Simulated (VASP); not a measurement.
Wanted: the native input for a VASP 6.6.1 run.

```yaml
Task: single point
Functional: PBE
Potentials_or_basis: VASP PAW PBE potentials, release 64 (Li_sv, Be, F)
Cutoff: 520 eV
k_mesh: 6 × 6 × 6
Occupations: gaussian, width 0.1 eV
Spin: no spin polarisation
Dipole_correction: no
Further_INCAR_settings: ALGO = Normal; EDIFF = 1e-06; NBANDS = 21
```

The structure of LiBeF3 lies in POSCAR:

```
LiBeF3
1.0
    3.5411025478      0.0000000000      0.0000000000
    0.0000000000      3.5411025478      0.0000000000
    0.0000000000      0.0000000000      3.5411025478
Li Be F
1 1 3
Direct
    0.5000000000      0.5000000000      0.5000000000
    0.0000000000      0.0000000000      0.0000000000
    0.0000000000      0.5000000000      0.5000000000
    0.5000000000      0.0000000000      0.5000000000
    0.5000000000      0.5000000000      0.0000000000
```

The input as run:

INCAR

```
SYSTEM = LiBeF3
ALGO = Normal ; EDIFF = 1E-6
ENCUT = 520 ; GGA = PE
ISIF = 2 ; ISMEAR = 0
LASPH = .True. ; LCHARG = .True.
LELF = .True. ; LREAL = .False.
LVHAR = .True. ; LWAVE = .False.
NBANDS = 21 ; NELM = 80
PREC = Accurate ; SIGMA = 0.1
```

KPOINTS

```
k-points
0
Gamma
  6 6 6
  0 0 0
```

Potentials or basis: VASP PAW PBE potentials, release 64 (Li_sv, Be, F).

Launch:

```sh
$ cat potpaw_PBE.64/Li_sv/POTCAR potpaw_PBE.64/Be/POTCAR potpaw_PBE.64/F/POTCAR > POTCAR
$ mpirun -np 1 vasp_std > vasp.out
```

It gave:

```
Band gap on the k mesh : 1.58 eV, indirect (least direct gap 1.93 eV)
```

Wall time 12 s on 1 thread of AMD EPYC 9R14 (Zen 4) (shared host), peak memory 0.13 GiB.
